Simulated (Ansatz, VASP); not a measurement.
GeP5 in VASP and in Ansatz

```
Ge P
1.0
    -2.45041    2.45041    4.61228
     2.45041   -2.45041    4.61228
     2.45041    2.45041   -4.61228
Ge P
1 5
Direct
  0.00000 0.00000 0.00000
  0.37332 0.87332 0.50000
  0.87332 0.37332 0.50000
  0.62668 0.12668 0.50000
  0.12668 0.62668 0.50000
  0.50000 0.50000 0.00000
```

Alike in both runs: functional PBE; k mesh 4 × 4 × 4; occupations gaussian, width 0.1 eV; no spin polarisation.

Ansatz relaxed the structure, and its values are those at the end. VASP's run is a single point on that final structure, the one shown.

|  | VASP | Ansatz |
| --- | --- | --- |
| version | VASP 6.6.1 | Ansatz 0.2.0 |
| potentials or method | VASP PAW PBE potentials, release 64 (Ge_d, P), cutoff 520 eV | scalar-relativistic, plane waves, PAW |
| valence electrons in the cell | 39 | 39 |

|  | VASP | Ansatz | Ansatz less VASP |
| --- | --- | --- | --- |
| gap on the k mesh at the Fermi level (eV) | none | none | - |
| pressure (GPa) | 0.1 | 0.2 | +0.11 |
| rms of the force components (eV/Å) | 0.014 | 0.015 | +0.0010 |

A gap of «none» marks a metal or a gap that the smearing closes.

The k mesh is coarse, so the values compare programs but aren't converged.
